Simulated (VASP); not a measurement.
Runs of VASP 6.6.1 on Pb. The structure is that of space group Im-3m (No. 229), or close to it. The cells are those of the table. This isn't the form of Pb at room conditions, which is fcc.

```csv
cell,k mesh,gap on the mesh (eV),pressure (GPa)
"a = 3.286 Å, angles 109.5°, 1 atom",13 × 13 × 13,none,(c)
"a = 3.429 Å, angles 109.5°, 1 atom",18 × 18 × 18,none,0.0
"a = 3.474 Å, angles 109.5°, 1 atom",13 × 13 × 13,none,(a)
"a = 3.518 Å, angles 109.5°, 1 atom",13 × 13 × 13,none,(b)
"a = 3.429 Å, angles 109.5°, 1 atom",13 × 13 × 13,none,-0.1
"a = 3.561 Å, angles 109.5°, 1 atom",13 × 13 × 13,none,-3.9
"a = 3.383 Å, angles 109.5°, 1 atom",13 × 13 × 13,none,1.9
"a = 3.335 Å, angles 109.5°, 1 atom",13 × 13 × 13,none,4.4
```

Alike in all rows: task single point; level r2SCAN; potentials or basis VASP PAW PBE potentials, release 64 (Pb_d); no spin polarisation; cutoff (eV) 520; smearing fermi-dirac 0.1 eV.

Task: Fill in the values left out.

Result: (a) -1.6; (b) -2.9; (c) 7.6.

Caveats: the PAW data sets were made with another functional, which shifts forces and pressure a little; spin-orbit coupling is left out, which moves the levels of the heavy elements; the cell stands under pressure (at least some runs); the cell stands under tension (at least some runs).

A k mesh can miss the band edges, and the runs leave out spin-orbit coupling on Pb.

A gap of «none» marks levels without a gap at the run's occupations.
